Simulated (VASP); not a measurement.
# Eu (Fm-3m) in VASP: further runs

Runs on Eu. Level: PBE. Tasks: single point.

All numbers are computed with VASP 6.6.1; they aren't measurements. Logs are shortened: lines on timing, memory, paths and dates and some standing lists are left out, and cuts for length are marked.

## Step 1: The cell of the first run

Symmetry: Fm-3m, No. 225, cubic system. Conventional cell: a = 5.579 Å, b = 5.579 Å, c = 5.579 Å, α = 90.00°, β = 90.00°, γ = 90.00°. Within 5.2 Å of Eu (site symmetry m-3m) lie 12 Eu at 3.94 Å.

This isn't the form of Eu at room conditions, which is bcc.

## Step 2: Single point, PBE, collinear spin, zero start

INCAR

```
SYSTEM = Eu
PREC = Accurate ; ENCUT = 520
EDIFF = 1E-7 ; ISMEAR = -1
SIGMA = 0.05 ; LREAL = .FALSE.
LASPH = .TRUE. ; NELM = 150
ALGO = Normal ; ISIF = 2
LWAVE = .FALSE. ; LCHARG = .FALSE.
ISPIN = 2 ; MAGMOM = 0
LORBIT = 11 ; NUPDOWN = 0.0
LMAXMIX = 6 ; GGA = PE
NBANDS = 18
```

KPOINTS

```
Automatic mesh
0
G
  7 7 7
  0 0 0
```

POSCAR

```
Eu
1.0
    0.0000000000      2.7893026914      2.7893026914
    2.7893026914      0.0000000000      2.7893026914
    2.7893026914      2.7893026914      0.0000000000
Eu
1
Direct
    0.0000000000      0.0000000000      0.0000000000
```

Potentials or basis: VASP PAW PBE potentials, release 64 (Eu).

The run is started by

```bash
cat potpaw_PBE.64/Eu/POTCAR > POTCAR
mpirun -np 1 vasp_std > vasp.out
```

OUTCAR:

```text
SYSTEM = Eu
   PREC = Accurate
   ENCUT = 520
   EDIFF = 1E-7
   ISMEAR = -1
   LREAL = .FALSE.
   LASPH = .TRUE.
   NELM = 150
   ISIF = 2
   ISPIN = 2
   LORBIT = 11
   NUPDOWN = 0.0
   GGA = PE

 ion  position               nearest neighbor table
   1  0.000  0.000  0.000-

  LATTYP: Found a face centered cubic cell.
 ALAT       =     5.5786053828

  Lattice vectors:

 A1 = (   0.0000000000,   2.7893026914,   2.7893026914)
 A2 = (   2.7893026914,   0.0000000000,   2.7893026914)
 A3 = (   2.7893026914,   2.7893026914,   0.0000000000)

Analysis of symmetry for initial positions (statically):
=====================================================================
 Subroutine PRICEL returns:
 Original cell was already a primitive cell.

 Routine SETGRP: Setting up the symmetry group for a
 face centered cubic supercell.

 Subroutine GETGRP returns: Found 48 space group operations
 (whereof 48 operations were pure point group operations)
 out of a pool of 48 trial point group operations.

The static configuration has the point symmetry O_h .

Analysis of symmetry for dynamics (positions and initial velocities):
=====================================================================
 Subroutine PRICEL returns:
 Original cell was already a primitive cell.

 Routine SETGRP: Setting up the symmetry group for a
 face centered cubic supercell.

 Subroutine GETGRP returns: Found 48 space group operations
 (whereof 48 operations were pure point group operations)
 out of a pool of 48 trial point group operations.

The dynamic configuration has the point symmetry O_h .

Analysis of structural, dynamic, and magnetic symmetry:
=====================================================================
 Subroutine PRICEL returns:
 Original cell was already a primitive cell.

 Routine SETGRP: Setting up the symmetry group for a
 face centered cubic supercell.

 Subroutine GETGRP returns: Found 48 space group operations
 (whereof 48 operations were pure point group operations)
 out of a pool of 48 trial point group operations.

The overall configuration has the point symmetry O_h .

 Subroutine INISYM returns: Found 48 space group operations
 (whereof 48 operations are pure point group operations),
 and found     1 'primitive' translations

----------------------------------------------------------------------------------------

                                     Primitive cell

  volume of cell :      43.4027

[... 97 lines left out ...]
   EFERMI_NEDOS =   21; number of points for ismear=-14 and -15
   IALGO  =     38    algorithm
   IMIX   =      4    mixing-type and parameters
     AMIX     =   0.40;   BMIX     =  1.00
     AMIX_MAG =   1.60;   BMIX_MAG =  1.00
  volume/ion in A,a.u.               =      43.40       292.90
  Fermi-wavevector in a.u.,A,eV,Ry     =   1.197803  2.263520 19.520723  1.434733
  Thomas-Fermi vector in A             =   2.333709
   LORBIT       =     11    0 simple, 1 ext, 2 COOP (PROOUT), +10 PAW based schemes
   GGA     = PE    functional components
   LHFCALC =     F    Hartree Fock is set to
   AEXX    =    0.0000 exact exchange contribution
   IVDW    =     0    specifies the selected vdW correction
   LEPSILON=     F    determine dielectric tensor
   LRPA    =     F    only Hartree local field effects (RPA)
 spin polarized calculation
  energy-cutoff  :      520.00
  volume of cell :       43.40
 maximum number of plane-waves:      1211
 NGX is ok and might be reduce to    30
   NGX = 15   NGY = 15   NGZ = 15

 number of electron      17.0000008 magnetization       0.0000000

 Free energy of the ion-electron system (eV)
  ---------------------------------------------------
  ext. energy  EPLUGINS =         0.00000000
  ---------------------------------------------------
  free energy    TOTEN  =        -4.18156605 eV

  energy without entropy =       -3.92148250  energy(sigma->0) =       -4.05152427

 E-fermi :   1.8461     XC(G=0):  -8.8151

 val. band max:        1.9426597307   @ k =   0.4286   0.4286   0.0000
 cond. band min:       1.9145029463   @ k =  -0.4286   0.4286   0.1429
 fundamental gap:     -0.0281567844
 Fermi energy:         1.9488528505

 spin component 1

 k-point     1 :       0.0000    0.0000    0.0000
  band No.  band energies     occupation
      1     -39.2097      1.00000
      2     -17.9344      1.00000
      3     -17.9344      1.00000
      4     -17.9344      1.00000
      5      -2.0840      1.00000
      6       1.5065      0.99986
[... 396 lines left out ...]
      4     -18.0649      1.00000
      5       1.5627      0.99956
      6       1.6965      0.99362
[... 10 lines left out ...]
     17       7.6443      0.00000
     18       9.1908      0.00000
 Fermi energy:         1.8460552063

 spin component 2

 k-point     1 :       0.0000    0.0000    0.0000
  band No.  band energies     occupation
      1     -39.2504      1.00000
      2     -17.9527      1.00000
      3     -17.9527      1.00000
      4     -17.9527      1.00000
      5      -1.9827      1.00000
      6       1.6058      0.99188
[... 397 lines left out ...]
      5       1.5629      0.99654
      6       1.7454      0.88224
[... 10 lines left out ...]
     17       7.6908      0.00000
     18       9.2504      0.00000

------------------------ aborting loop because EDIFF is reached ----------------------------------------

  FORCE on cell =-STRESS in cart. coord.  units (eV):
  Direction    XX          YY          ZZ          XY          YZ          ZX
  --------------------------------------------------------------------------------------
  -------------------------------------------------------------------------------------
  Total       -1.1298174     -1.1298174     -1.1298174     -0.0000000      0.0000000     -0.0000000
  in kB      -41.7063218    -41.7063218    -41.7063218     -0.0000000      0.0000000     -0.0000000
  external PRESSURE =     -41.7063218 kB  Pullay stress =       0.0000000 kB

 VOLUME and BASIS-vectors are now :
 -----------------------------------------------------------------------------
  energy-cutoff  :      520.00
  volume of cell :       43.40
      direct lattice vectors                 reciprocal lattice vectors
     0.000000000  2.789302691  2.789302691    -0.179256271  0.179256271  0.179256271
     2.789302691  0.000000000  2.789302691     0.179256271 -0.179256271  0.179256271
     2.789302691  2.789302691  0.000000000     0.179256271  0.179256271 -0.179256271

 POSITION                                       TOTAL-FORCE (eV/Angst)
 -----------------------------------------------------------------------------------
      0.00000      0.00000      0.00000        -0.000000     -0.000000     -0.000000
 -----------------------------------------------------------------------------------
    total drift:                               -0.000000     -0.000000      0.000000

  FREE ENERGIE OF THE ION-ELECTRON SYSTEM (eV)
  ---------------------------------------------------
  free  energy   TOTEN  =        -4.1815660480 eV

  energy  without entropy=       -3.9214824964  energy(sigma->0) =       -4.05152427

 total charge

# of ion       s       p       d       f       tot
--------------------------------------------------
    1        2.079   5.628   0.332   6.470  14.509

 magnetization (x)

# of ion       s       p       d       f       tot
--------------------------------------------------
    1        0.001   0.006   0.030  -0.125  -0.089
```

OSZICAR:

```text
N       E                     dE             d eps       ncg     rms          rms(c)
DAV:   1     0.103823626341E+03    0.10382E+03   -0.59194E+03  1824   0.389E+03
[... 38 lines left out ...]
DAV:  40    -0.418157895543E+01    0.47283E-05   -0.19815E-05  2434   0.903E-02    0.352E-02
DAV:  41    -0.418157510546E+01    0.38500E-05   -0.10743E-05  2532   0.660E-02    0.336E-02
DAV:  42    -0.418157089124E+01    0.42142E-05   -0.40848E-06  2606   0.368E-02    0.246E-02
DAV:  43    -0.418156408278E+01    0.68085E-05   -0.27099E-05  2306   0.108E-01    0.156E-02
DAV:  44    -0.418156609518E+01   -0.20124E-05   -0.17750E-05  2564   0.795E-02    0.751E-03
DAV:  45    -0.418156609372E+01    0.14566E-08   -0.10754E-06  2264   0.801E-03    0.253E-03
DAV:  46    -0.418156604800E+01    0.45725E-07   -0.77513E-08  1648   0.224E-03
   1 F= -.41815660E+01 E0= -.40515243E+01  d E =-.260084E+00  mag=     0.0000
```

Wall time 2.7 min (1 thread of Intel Xeon Platinum 8175M at 2.50GHz (Skylake/Cascade Lake), shared host); peak memory 0.21 GiB.

Results:

```yaml
Free_energy: -4.1816 eV
Pressure: -4.2 GPa
Net_moment: 0.00 μB per cell
Site_moments: Eu -0.09 μB
Valence_electrons_inside_the_program's_atomic_spheres: Eu 14.51
```

Caveat: the cell stands under tension; spin-orbit coupling is left out, which moves the levels of the heavy elements; the total moment is fixed, so each spin has its own Fermi level; semilocal functionals describe open f shells poorly, which spoils levels, moments and volumes.

## Step 3: Single point, PBE, collinear spin, ferromagnetic start

INCAR

```
PREC     = Accurate       # precision mode
ENCUT    = 520            # plane-wave cutoff, eV
EDIFF    = 1E-7           # SCF threshold, eV
ISMEAR   = -1             # smearing method
SIGMA    = 0.05           # smearing width, eV
LREAL    = False          # projectors in reciprocal space
LASPH    = True           # aspherical terms in the spheres
NELM     = 150            # most SCF steps
ALGO     = Normal         # electronic algorithm
ISIF     = 2              # what is computed and relaxed
LWAVE    = False          # write WAVECAR
LCHARG   = False          # write CHGCAR
ISPIN    = 2              # spin polarisation
MAGMOM   = 1.8            # initial moments
LORBIT   = 11             # projections on sites
NUPDOWN  = 1.8            # fixed moment
LMAXMIX  = 6              # l up to which the mixer works
GGA      = PE             # functional
NBANDS   = 18             # bands
```

KPOINTS

```
Automatic mesh
0
Gamma
  7 7 7
```

POSCAR is that of step 2.

Potentials or basis: VASP PAW PBE potentials, release 64 (Eu).

The run is started by

```bash
cat potpaw_PBE.64/Eu/POTCAR > POTCAR
mpirun -np 1 vasp_std > vasp.out
```

It took 84 s on 1 thread of Intel Xeon Platinum 8175M at 2.50GHz (Skylake/Cascade Lake), shared host; peak memory 0.21 GiB.

It converged, with:

| Quantity | Value |
| --- | --- |
| Free energy | -6.6797 eV |
| Pressure | -1.4 GPa |
| Net moment | 1.80 μB per cell |
| Site moments | Eu +3.34 μB |
| Valence electrons inside the program's atomic spheres | Eu 14.47 |

Caveat: spin-orbit coupling is left out, which moves the levels of the heavy elements; the total moment is fixed, so each spin has its own Fermi level; semilocal functionals describe open f shells poorly, which spoils levels, moments and volumes. The state reached can hang on the start; a lower one may exist.

## Step 4: Single point, PBE, collinear spin, ferromagnetic start

INCAR

```
SYSTEM = Eu
PREC = Accurate
ENCUT = 520
EDIFF = 1E-6
ISMEAR = -1
SIGMA = 0.05
LREAL = .FALSE.
LASPH = .TRUE.
NELM = 150
ALGO = Normal
ISIF = 2
LWAVE = .FALSE.
LCHARG = .FALSE.
ISPIN = 2
MAGMOM = 3.5
LORBIT = 11
NUPDOWN = 3.5
LMAXMIX = 6
GGA = PE
NBANDS = 18
```

KPOINTS

```
Automatic mesh
0
G
  7 7 7
  0 0 0
```

POSCAR is that of step 3.

The run is started by

```bash
cat potpaw_PBE.64/Eu/POTCAR > POTCAR
mpirun -np 1 vasp_std > vasp.out
```

Run time: 68 s. Hardware: 1 thread of Intel Xeon Platinum 8175M at 2.50GHz (Skylake/Cascade Lake), shared host; peak memory 0.21 GiB.

The run converged. Its results:

```yaml
Free_energy: -8.6251 eV
Pressure: -1.4 GPa
Net_moment: 3.50 μB per cell
Site_moments: Eu +5.15 μB
Valence_electrons_inside_the_program's_atomic_spheres: Eu 14.47
```

Caveat: spin-orbit coupling is left out, which moves the levels of the heavy elements; the total moment is fixed, so each spin has its own Fermi level; semilocal functionals describe open f shells poorly, which spoils levels, moments and volumes. The state reached can hang on the start; a lower one may exist.

## Step 5: Single point, PBE, collinear spin, ferromagnetic start

INCAR

```
ALGO = Normal ; EDIFF = 1E-7
ENCUT = 520 ; GGA = PE
ISIF = 2 ; ISMEAR = -1
ISPIN = 2 ; LASPH = True
LCHARG = False ; LMAXMIX = 6
LORBIT = 11 ; LREAL = False
LWAVE = False ; MAGMOM = 5.2
NBANDS = 18 ; NELM = 150
NUPDOWN = 5.2 ; PREC = Accurate
SIGMA = 0.05
```

KPOINTS

```
k-points
0
Gamma
  7 7 7
```

POSCAR is that of step 4.

The run is started by

```bash
cat potpaw_PBE.64/Eu/POTCAR > POTCAR
mpirun -np 1 vasp_std > vasp.out
```

It took 68 s on 1 thread of Intel Xeon Platinum 8175M at 2.50GHz (Skylake/Cascade Lake), shared host; peak memory 0.21 GiB.

It converged, with:

```yaml
Free_energy: -10.5652 eV
Pressure: 0.4 GPa
Net_moment: 5.20 μB per cell
Site_moments: Eu +6.06 μB
Valence_electrons_inside_the_program's_atomic_spheres: Eu 14.63
```

Caveat: spin-orbit coupling is left out, which moves the levels of the heavy elements; the total moment is fixed, so each spin has its own Fermi level; semilocal functionals describe open f shells poorly, which spoils levels, moments and volumes. The state reached can hang on the start; a lower one may exist.

## Step 6: Single point, PBE, collinear spin, ferromagnetic start

INCAR

```
SYSTEM = Eu
ALGO = Normal ; EDIFF = 1E-6
ENCUT = 520 ; GGA = PE
ISIF = 2 ; ISMEAR = -1
ISPIN = 2 ; LASPH = .True.
LCHARG = .True. ; LELF = .True.
LMAXMIX = 6 ; LORBIT = 11
LREAL = .False. ; LVHAR = .True.
LWAVE = .False. ; MAGMOM = 7
NBANDS = 18 ; NELM = 150
NUPDOWN = 7.0 ; PREC = Accurate
SIGMA = 0.05
```

KPOINTS

```
k-points
0
Gamma
  7 7 7
  0 0 0
```

POSCAR is that of step 5.

Potentials or basis: VASP PAW PBE potentials, release 64 (Eu).

The run is started by

```bash
cat potpaw_PBE.64/Eu/POTCAR > POTCAR
mpirun -np 1 vasp_std > vasp.out
```

It took 62 s on 1 thread of Intel Xeon Platinum 8175M at 2.50GHz (Skylake/Cascade Lake), shared host; peak memory 0.21 GiB.

The run converged. Its results:

```
Free energy                                           : -11.4190 eV
Pressure                                              : -0.6 GPa
Net moment                                            : 7.00 μB per cell
Site moments                                          : Eu +6.60 μB
Valence electrons inside the program's atomic spheres : Eu 14.71
```

Caveat: spin-orbit coupling is left out, which moves the levels of the heavy elements; the total moment is fixed, so each spin has its own Fermi level; semilocal functionals describe open f shells poorly, which spoils levels, moments and volumes. The state reached can hang on the start; a lower one may exist.

## Step 7: The runs side by side

```csv
spin,fixed moment (μB),pressure (GPa),moment (μB)
"collinear, zero start",0.0,-4.2,0.00
"collinear, ferromagnetic start",1.8,-1.4,1.80
"collinear, ferromagnetic start",3.5,-1.4,3.50
"collinear, ferromagnetic start",5.2,0.4,5.20
"collinear, ferromagnetic start",7.0,-0.6,7.00
```

Alike in all rows: task single point; level PBE; potentials or basis VASP PAW PBE potentials, release 64 (Eu); cell as given; k mesh 7 × 7 × 7; cutoff (eV) 520; smearing fermi-dirac 0.05 eV.

Caveats: spin-orbit coupling is left out, which moves the levels of the heavy elements; the total moment is fixed, so each spin has its own Fermi level; semilocal functionals describe open f shells poorly, which spoils levels, moments and volumes; the cell stands under tension (at least some runs).

Total energies depend on the potentials used, so only differences within one code and one set of settings carry meaning.
